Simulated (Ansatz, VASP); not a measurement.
## Sr3Zn2H in VASP and in Ansatz

```
Sr Zn H
1.0
     5.13125    0.00000    0.00000
     0.00000    5.13125    0.00000
     0.00000    0.00000    8.62813
Sr Zn H
3 2 1
Direct
  0.50000 0.00000 0.02521
  0.00000 0.50000 0.02521
  0.50000 0.50000 0.42433
  0.50000 0.50000 0.79892
  0.00000 0.00000 0.26770
  0.00000 0.00000 0.45863
```

Change from the starting cell: species swapped into the Zr2As3Se type (P4mm, No. 99).

Alike in both runs: functional PBE; k mesh 8 × 8 × 4; occupations gaussian, width 0.1 eV; no spin polarisation.

Ansatz relaxed the structure, and its values are those at the end. VASP's run is a single point on that final structure, the one shown.

|  | VASP | Ansatz |
| --- | --- | --- |
| version | VASP 6.6.1 | Ansatz 0.2.0 |
| potentials or method | VASP PAW PBE potentials, release 64 (Sr_sv, Zn, H), cutoff 520 eV | scalar-relativistic, plane waves, PAW |
| valence electrons in the cell | 55 | 55 |

```csv
,VASP,Ansatz,Ansatz less VASP
gap on the k mesh at the Fermi level (eV),none,none,-
pressure (GPa),0.1,0.0,-0.04
rms of the force components (eV/Å),0.011,0.003,-0.0075
```

A gap of «none» marks a metal or a gap that the smearing closes. The functional is the same, so the differences come from potentials, cutoffs and numerics.
